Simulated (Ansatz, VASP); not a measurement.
One calculation of SnSe2, two programs

```
CELL_PARAMETERS angstrom
3.81892 0.00000 0.00000
-1.90946 3.30728 0.00000
0.00000 0.00000 24.31757
ATOMIC_POSITIONS crystal
Se 0.66667 0.33333 0.30937
Se 0.33333 0.66667 0.43964
Se 0.66667 0.33333 0.56036
Se 0.33333 0.66667 0.69063
Sn 0.00000 0.00000 0.37439
Sn 0.00000 0.00000 0.62561
```

Alike in both runs: functional PBEsol; k mesh 9 × 9 × 1; occupations gaussian, width 0.05 eV; no spin polarisation.

Ansatz relaxed the structure, and its values are those at the end. VASP's run is a single point on that final structure, the one shown.

|  | VASP | Ansatz |
| --- | --- | --- |
| version | VASP 6.6.1 | Ansatz 0.2.0 |
| potentials or method | VASP PAW PBE potentials, release 64 (Se, Sn_d), cutoff 520 eV | scalar-relativistic, plane waves, PAW |
| valence electrons in the cell | 52 | 92 |

```tsv
	VASP	Ansatz	Ansatz less VASP
gap on the k mesh at the Fermi level (eV)	0.69	0.69	+0.002
least direct gap on the mesh (eV)	0.97	0.97	+0.002
rms of the force components (eV/Å)	0.009	0.001	-0.0078
```

VASP's potentials were made for PBE, not for PBEsol. The functional is the same, so the differences come from potentials, cutoffs and numerics. VASP's potentials hold 52 valence electrons a cell and Ansatz's 92, so a difference there can come from the potentials and not from the codes.
